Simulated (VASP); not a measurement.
A run of VASP 6.6.1:

File POSCAR:

```
TiO2
1.0
    1.4973310000      0.8644850000      6.9815440000
   -1.4973310000      0.8644850000      6.9815440000
    0.0000000000     -1.7289690000      6.9815440000
Ti O
1 2
Direct
    0.0000000000      0.0000000000      0.0000000000
    0.6204670000      0.6204670000      0.6204670000
    0.3795330000      0.3795330000      0.3795330000
```

INCAR.step1

```
PREC = Accurate
ENCUT = 520
ISMEAR = 0
SIGMA = 0.01
LREAL = F
LASPH = T
NELM = 60
NBANDS = 19
GGA = PE
ALGO = Normal
EDIFF = 1E-4
LWAVE = T
LCHARG = F
```

The input INCAR.step2:

```
PREC = Accurate
ENCUT = 520
EDIFF = 1E-7
ISMEAR = 0
SIGMA = 0.01
LREAL = F
LASPH = T
NELM = 60
ALGO = Normal
ISIF = 2
LWAVE = F
LCHARG = T
METAGGA = R2SCAN
LMIXTAU = T
LELF = T
LVHAR = T
NBANDS = 19
ISTART = 1
```

File KPOINTS:

```
regular mesh
0
Gamma
  7 7 7
```

Potentials or basis: VASP PAW PBE potentials, release 64 (Ti_sv, O).

Run with:

```console
$ cat potpaw_PBE.64/Ti_sv/POTCAR potpaw_PBE.64/O/POTCAR > POTCAR
$ cp INCAR.step1 INCAR
$ mpirun -np 1 vasp_std > vasp.out
$ cp INCAR.step2 INCAR
$ mpirun -np 1 vasp_std > vasp.out
```

Hardware: 1 thread of Intel(R) Xeon(R) Platinum 8488C (Sapphire Rapids) (shared host).

Estimate the wall time of this run.

It took 13 min on 1 thread of Intel(R) Xeon(R) Platinum 8488C (Sapphire Rapids), on a shared host, peak memory 0.43 GiB. Counts: k points 44.
